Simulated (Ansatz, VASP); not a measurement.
## Ti: VASP beside Ansatz

```
Ti
1.0
     0.00000    2.02793    2.02793
     2.02793    0.00000    2.02793
     2.02793    2.02793    0.00000
Ti
1
Direct
  0.00000 0.00000 0.00000
```

Alike in both runs: functional PBEsol; k mesh 8 × 8 × 8; occupations gaussian, width 0.1 eV; no spin polarisation.

Ansatz relaxed the structure, and its values are those at the end. VASP's run is a single point on that final structure, the one shown.

|  | VASP | Ansatz |
| --- | --- | --- |
| version | VASP 6.6.1 | Ansatz 0.2.0 |
| potentials or method | VASP PAW PBE potentials, release 64 (Ti_sv), cutoff 500 eV | scalar-relativistic, plane waves, PAW |
| valence electrons in the cell | 12 | 12 |

Ansatz gave:

```
gap on the k mesh at the Fermi level (eV) : none
pressure (GPa)                            : 0.0
```

Q: Which values does VASP return?

A: gap on the k mesh at the Fermi level (eV): none; pressure (GPa): -0.3.

VASP's potentials were made for PBE, not for PBEsol. A gap of «none» marks a metal or a gap that the smearing closes.
